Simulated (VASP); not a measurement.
The system is AlGa2As3.

```
Al Ga As
1.0
     3.88438    0.00000    0.00000
    -1.94219    3.36397    0.00000
     0.00000    0.00000    9.51475
Al Ga As
1 2 3
Cartesian
  0.0000 2.2426 6.3432
  0.0000 0.0000 0.0000
  1.9422 1.1213 3.1716
  1.9422 1.1213 0.7929
  0.0000 2.2426 3.9645
  0.0000 0.0000 7.1361
```

| Item | Value |
| --- | --- |
| Program | VASP 6.6.1 |
| Task | relaxation of cell and atoms |
| Functional | PBE |
| Potentials or basis | VASP PAW PBE potentials, release 64 (Al, Ga_d, As) |
| Cutoff | 600 eV |
| k mesh | 6 × 6 × 2 |
| Occupations | gaussian, width 0.1 eV |
| Spin | no spin polarisation |

At the start: pressure 11.4 GPa; volume 20.72 Å³/atom.

**Question.** How do energy, volume and symmetry change on relaxing?

**Answer.** Over 5 steps the energy falls by 93.6 meV/atom and the volume is 23.67 Å³/atom (+14.2 %); space group P3m1 (No. 156, to 0.05 Å).

Step by step:
```csv
step,energy change (eV),largest force (eV/Å),pressure (GPa),volume (Å³)
1,0.0000,0.1119,11.43,124.33
2,-0.4227,0.0624,-3.79,152.87
3,-0.5615,0.0702,0.01,142.08
4,-0.5613,0.0699,-0.15,142.45
5,-0.5618,0.0348,0.05,142.01
```

Final structure:
```yaml
crystal:
  lattice:
    - [4.06226, 0.00000, 0.00000]
    - [-2.03113, 3.51802, 0.00000]
    - [0.00000, 0.00000, 9.93722]
  atoms:
    - { symbol: Al, position: [0.33333, 0.66667, 0.66697] }
    - { symbol: Ga, position: [0.00000, 0.00000, 0.00012] }
    - { symbol: Ga, position: [0.66667, 0.33333, 0.33313] }
    - { symbol: As, position: [0.66667, 0.33333, 0.08341] }
    - { symbol: As, position: [0.33333, 0.66667, 0.41707] }
    - { symbol: As, position: [0.00000, 0.00000, 0.74930] }
```
